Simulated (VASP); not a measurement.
AlN, 8 atoms in the cell. The structure is monoclinic, space group Pm (No. 6). The conventional cell has a = 3.276 Å, b = 4.101 Å, c = 5.674 Å, α = 90.00°, β = 90.00°, γ = 90.00°. Within 1.8 Å of Al (site symmetry m) lie 1 N at 1.34 Å. Within 2.5 Å of Al (site symmetry m) lie 5 N at 1.89 to 2.05 Å. Within 2.5 Å of Al (site symmetry m) lie 5 N at 1.89 to 2.05 Å. Within 2.5 Å of Al (site symmetry m) lie 5 N at 1.89 to 2.05 Å and 2 Al at 2.45 Å. N (site symmetry m) has 5 Al at 1.89 to 2.12 Å within 2.5 Å. Within 2.5 Å of N (site symmetry m) lie 5 Al at 1.89 to 2.05 Å. Within 2.5 Å of N (site symmetry m) lie 5 Al at 1.89 to 2.24 Å. Within 1.8 Å of N (site symmetry m) lie 1 Al at 1.34 Å.  This cell differs from its parent crystal: atom 1 (Al) moved by -0.496 Å along [1 0 0] and -0.248 Å along [1 2 0].

```yaml
Program: VASP 6.6.1
Task: single point
Functional: LDA
Potentials_or_basis: VASP PAW LDA potentials, release 64 (Al, N)
Cutoff: 520 eV
k_mesh: 8 × 6 × 4
Occupations: gaussian, width 0.05 eV
Spin: no spin polarisation
Dipole_correction: no
Further_INCAR_settings: ALGO = Normal; EDIFF = 1e-07; NBANDS = 26
```

Potentials or basis: VASP PAW LDA potentials, release 64 (Al, N).

Command:

```bash
$ cat potpaw_LDA.64/Al/POTCAR potpaw_LDA.64/N/POTCAR > POTCAR
$ mpirun -np 1 vasp_std > vasp.out
```

Hardware: 1 thread of AMD EPYC 9R45 96-Core Processor (Zen 5), on a shared host.

**Question.** Estimate the wall time of this run.

**Answer.** Run time: 69 s on 1 thread of AMD EPYC 9R45 96-Core Processor (Zen 5), with other jobs on the host, peak memory 0.19 GiB. Counts: scf iterations 15, k points 72.
